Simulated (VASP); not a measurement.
Write the native input for VASP 6.6.1 that does the following.

```yaml
Task: single point
Functional: LDA
Potentials_or_basis: VASP PAW LDA potentials, release 64 (B, N)
Cutoff: 520 eV
k_mesh: 12 × 12 × 4
Occupations: gaussian, width 0.05 eV
Spin: no spin polarisation
Dipole_correction: no
Further_INCAR_settings: ALGO = Normal; EDIFF = 1e-07; NBANDS = 16
```

The structure of BN lies in POSCAR:

```
BN
1.0
    2.4088777723      0.0000000000      0.0000000000
   -1.2044388861      2.0861493454      0.0000000000
    0.0000000000      0.0000000000      6.5986388816
B N
2 2
Direct
    0.3333333333      0.6666666667      0.2500000000
    0.6666666667      0.3333333333      0.7500000000
    0.3333333333      0.6666666667      0.7500000000
    0.6666666667      0.3333333333      0.2500000000
```

This cell differs from its parent crystal: volume 8.290 Å^3 an atom, c/a of the conventional cell 2.7393.

One way to write it, as run:

INCAR

```
ALGO = Normal ; EDIFF = 1E-7
ENCUT = 520 ; ISIF = 2
ISMEAR = 0 ; LASPH = T
LCHARG = T ; LELF = T
LREAL = F ; LVHAR = T
LWAVE = F ; NBANDS = 16
NELM = 60 ; PREC = Accurate
SIGMA = 0.05
```

KPOINTS

```
k-points
0
Gamma
  12 12 4
```

Potentials or basis: VASP PAW LDA potentials, release 64 (B, N).

Launch:

```console
$ cat potpaw_LDA.64/B/POTCAR potpaw_LDA.64/N/POTCAR > POTCAR
$ mpirun -np 1 vasp_std > vasp.out
```

Results of the run:

```yaml
Pressure: 28.5 GPa
Band_gap_on_the_k_mesh: 4.23 eV, indirect (least direct gap 4.78 eV)
```

Wall time 38 s on 1 thread of AMD EPYC 7R13, with other jobs on the host, peak memory 0.11 GiB.
